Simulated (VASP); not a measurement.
**BiMo (WC type): relaxation of cell and atoms with PBEsol**

Crystal: BiMo (WC type).

```
CELL_PARAMETERS angstrom
3.71034 0.00000 0.00000
-1.85517 3.21325 0.00000
0.00000 0.00000 3.63614
ATOMIC_POSITIONS crystal
Mo 0.00000 0.00000 0.00000
Bi 0.33333 0.66667 0.50000
```

```json
{
 "Program": "VASP 6.6.1",
 "Task": "relaxation of cell and atoms",
 "Functional": "PBEsol",
 "Potentials or basis": "VASP PAW PBE potentials, release 64 (Mo_sv, Bi_d)",
 "Cutoff": "500 eV",
 "k mesh": "12 × 12 × 10",
 "Occupations": "fermi-dirac, width 0.05 eV",
 "Spin": "no spin polarisation",
 "Target pressure": "2.1 GPa",
 "Dipole correction": "no",
 "Further INCAR settings": "ALGO = Normal; EDIFF = 1e-07; IBRION = 2; EDIFFG = -0.005; NSW = 60; ISIF = 3"
}
```

| Item | Value |
| --- | --- |
| Relaxed volume | 20.15 Å³/atom |
| Relaxed cell | a = 3.406 Å, b = 3.406 Å, c = 4.012 Å, α = 90.00°, β = 90.00°, γ = 120.00° |
| Space group after relaxing (to 0.1 Å) | P-6m2 (No. 187) |
| Energy change on relaxing (the run minimises the enthalpy) | -24.2 meV/atom |
| Ionic steps | 12 |
| Pressure after relaxing | 2.1 GPa |
| Band gap on the k mesh | zero (an odd number of electrons rules out a gap without spin polarisation) |

Step by step:
```
step  energy change (eV)  largest force (eV/Å)  pressure (GPa)  volume (Å³)
   1              0.0000                0.0000           -2.66        43.35
   2              0.0778                0.0000           11.46        39.43
   3             -0.0064                0.0000            2.59        41.65
   4             -0.0184                0.0000            2.35        41.50
   5             -0.0284                0.0000            2.12        41.25
   6             -0.0465                0.0000            1.98        40.64
   7              0.0419                0.0000            4.73        38.98
   8             -0.0489                0.0000            2.10        40.40
   9             -0.0475                0.0000            2.23        40.24
  10             -0.0480                0.0000            2.20        40.27
  11             -0.0498                0.0000            1.65        40.42
  12             -0.0484                0.0000            2.10        40.30
```

Final structure:
```
CELL_PARAMETERS angstrom
3.40585 0.00000 0.00000
-1.70293 2.94956 0.00000
0.00000 0.00000 4.01157
ATOMIC_POSITIONS crystal
Mo 0.00000 0.00000 0.00000
Bi 0.33333 0.66667 0.50000
```

Levels at points of the mesh, in eV from the Fermi level:
```csv
k point,band 10,band 11,band 12,band 13,band 14,band 15,band 16,band 17,band 18
"(0.00, 0.00, 0.00)",-14.03,-3.04,-1.84,-1.59,-1.59,0.02,0.02,4.35,5.65
"(0.50, 0.00, 0.00)",-11.12,-6.54,-3.57,-2.42,-0.17,0.61,1.50,2.09,4.35
"(0.00, 0.00, 0.50)",-12.92,-6.87,-0.94,-0.83,-0.83,-0.73,-0.73,5.28,5.28
"(0.50, 0.00, 0.50)",-11.04,-5.33,-4.49,-2.47,-1.27,0.15,1.35,1.95,3.93
```

Run time: 8.4 min on 1 thread of Oxide Virtual Turin-like Processor (shared host), peak memory 0.2 GiB.

Caveat: the cell is relaxed towards a set pressure, so the run minimises the enthalpy, not the energy; the PAW data sets were made with another functional, which shifts forces and pressure a little; spin-orbit coupling is left out, which moves the levels of the heavy elements.
